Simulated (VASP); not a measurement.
Crystal: Au.

```
Au
1.0
     1.41131   -2.55593    0.00000
     1.41131    2.55593    0.00000
     0.00000    0.00000    4.89317
Au
2
Direct
  0.66533 0.33467 0.25000
  0.33467 0.66533 0.75000
```

```yaml
Program: VASP 6.6.1
Task: relaxation of cell and atoms
Functional: PBEsol
Potentials_or_basis: VASP PAW PBE potentials, release 64 (Au)
Cutoff: 600 eV
k_mesh: 8 × 8 × 4
Occupations: gaussian, width 0.1 eV
Spin: no spin polarisation
```

At the start: pressure -4.9 GPa; volume 17.65 Å³/atom.

**Question.** How do energy, volume and symmetry change on relaxing?

**Answer.** Over 10 steps the energy falls by 14.2 meV/atom and the volume is 17.13 Å³/atom (-3.0 %); space group Cmcm (No. 63, to 0.05 Å).

Step by step:
```tsv
step	energy change (eV)	largest force (eV/Å)	pressure (GPa)	volume (Å³)
1	0.0000	0.0103	-4.94	35.30
2	0.0232	0.0363	9.54	32.59
3	-0.0204	0.0034	0.29	34.16
4	-0.0252	0.0072	0.26	34.16
5	-0.0278	0.0261	0.25	34.16
6	-0.0260	0.0797	0.50	34.15
7	-0.0282	0.0387	0.28	34.16
8	-0.0282	0.0409	0.28	34.16
9	-0.0283	0.0384	-0.69	34.33
10	-0.0285	0.0396	-0.24	34.26
```

Final structure:
```
Au
1.0
     1.38618   -2.60110    0.00000
     1.38618    2.60110    0.00000
     0.00000    0.00000    4.75069
Au
2
Direct
  0.66520 0.33480 0.25000
  0.33480 0.66520 0.75000
```

Caveat: the PAW data sets were made with another functional, which shifts forces and pressure a little.
